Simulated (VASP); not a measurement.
Here is a VASP 6.6.1 calculation.

File INCAR:

```
  ALGO = Normal
  EDIFF = 1E-6
  ENCUT = 1350
  GGA = PS
  GGA_COMPAT = False
  ISIF = 2
  ISMEAR = -1
  LASPH = True
  LCHARG = False
  LREAL = False
  LWAVE = False
  NBANDS = 33
  NELM = 120
  PREC = Accurate
  SIGMA = 0.02
```

File KPOINTS:

```
k-points
0
Gamma
  6 6 6
```

Contents of POSCAR:

```
BaCaF4
1.0
    2.0593919192      1.1889904773      6.6371560069
   -2.0593919192      1.1889904773      6.6371560069
    0.0000000000     -2.3779809595      6.6371560060
Ca F Ba
1 4 1
Direct
    0.0000000000      0.0000000000      0.0000000000
    0.1155940475      0.1155940475      0.1155940475
    0.3669732006      0.3669732006      0.3669732006
    0.6330267994      0.6330267994      0.6330267994
    0.8844059525      0.8844059525      0.8844059525
    0.5000000000      0.5000000000      0.5000000000
```

Potentials or basis: VASP PAW PBE potentials, release 64 (Ca_sv, F_h, Ba_sv).

Launch:

```bash
$ cat potpaw_PBE.64/Ca_sv/POTCAR potpaw_PBE.64/F_h/POTCAR potpaw_PBE.64/Ba_sv/POTCAR > POTCAR
$ mpirun -np 1 vasp_std > vasp.out
```

Task: What does it give for the band gap on the k mesh?

Result: 6.47 eV (least direct gap 6.69 eV).

Task: Estimate the pressure.

Result: 0.9 GPa.

Task: Predict the largest force.

Result: 0.076 eV/Å.

Forces in eV/Å, atoms in the order of the input:
```
Ca   0.000  0.000  0.000
F    0.000  0.000 -0.076
F    0.000  0.000 -0.068
F    0.000  0.000  0.068
F    0.000  0.000  0.076
Ba   0.000  0.000  0.000
```

Caveat: the PAW data sets were made with another functional, which shifts forces and pressure a little; spin-orbit coupling is left out, which moves the levels of the heavy elements. A k mesh can miss the band edges.
